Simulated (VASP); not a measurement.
A run of VASP 6.6.1 is set up as follows.

The input INCAR:

```
PREC = Accurate
ENCUT = 520
EDIFF = 1E-6
ISMEAR = 0
SIGMA = 0.1
LREAL = F
LASPH = T
NELM = 100
ALGO = Normal
ISIF = 2
LWAVE = F
LCHARG = T
GGA = PE
LELF = T
LVHAR = T
NBANDS = 44
```

The input KPOINTS:

```
regular mesh
0
Gamma
  8 8 8
```

The input POSCAR:

```
Zr3TiN4
1.0
    4.6160751858      0.0000000000      0.0000000000
    0.0000000000      4.6160751858      0.0000000000
    0.0000000000      0.0000000000      4.6160751858
Zr Ti N
3 1 4
Direct
    0.0000000000      0.0000000000      0.5000000000
    0.5000000000      0.0000000000      0.0000000000
    0.0000000000      0.5000000000      0.0000000000
    0.5000000000      0.5000000000      0.5000000000
    0.5000000000      0.5000000000      0.0000000000
    0.0000000000      0.5000000000      0.5000000000
    0.5000000000      0.0000000000      0.5000000000
    0.0000000000      0.0000000000      0.0000000000
```

Potentials or basis: VASP PAW PBE potentials, release 64 (Zr_sv, Ti_sv, N).

Launch:

```console
$ cat potpaw_PBE.64/Zr_sv/POTCAR potpaw_PBE.64/Ti_sv/POTCAR potpaw_PBE.64/N/POTCAR > POTCAR
$ mpirun -np 1 vasp_std > vasp.out
```

(1) Estimate the pressure.

(2) Predict the band gap on the k mesh.

## Answers

(1) -12.7 GPa.

(2) zero (bands 34 and 35 overlap by 3.58 eV).

Caveat: the cell stands under tension.
